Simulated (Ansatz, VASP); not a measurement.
**Two plane-wave programs on Zn3S**

```
CELL_PARAMETERS angstrom
4.03659 0.00000 0.00000
0.00000 4.03659 0.00000
0.00000 0.00000 4.03659
ATOMIC_POSITIONS crystal
Zn 0.00000 0.50000 0.50000
Zn 0.50000 0.00000 0.50000
Zn 0.50000 0.50000 0.00000
S 0.00000 0.00000 0.00000
```

Alike in both runs: task relaxation of cell and atoms; functional PBE; k mesh 12 × 12 × 12; occupations gaussian, width 0.1 eV; no spin polarisation.

|  | VASP | Ansatz |
| --- | --- | --- |
| version | VASP 6.6.1 | Ansatz 0.2.0 |
| potentials or method | VASP PAW PBE potentials, release 64 (Zn, S), cutoff 600 eV | scalar-relativistic, plane waves, PAW |
| valence electrons in the cell | 42 | 42 |

```tsv
	VASP	Ansatz	Ansatz less VASP
gap on the k mesh at the Fermi level, each at its own relaxed structure (eV)	none	none	-
relaxed volume (Å³/atom)	16.58	16.57	-0.017
relaxed length of the cell vector where the two differ most in proportion (Å)	4.048	4.047	-0.0013
```

A gap of «none» marks a metal or a gap that the smearing closes.
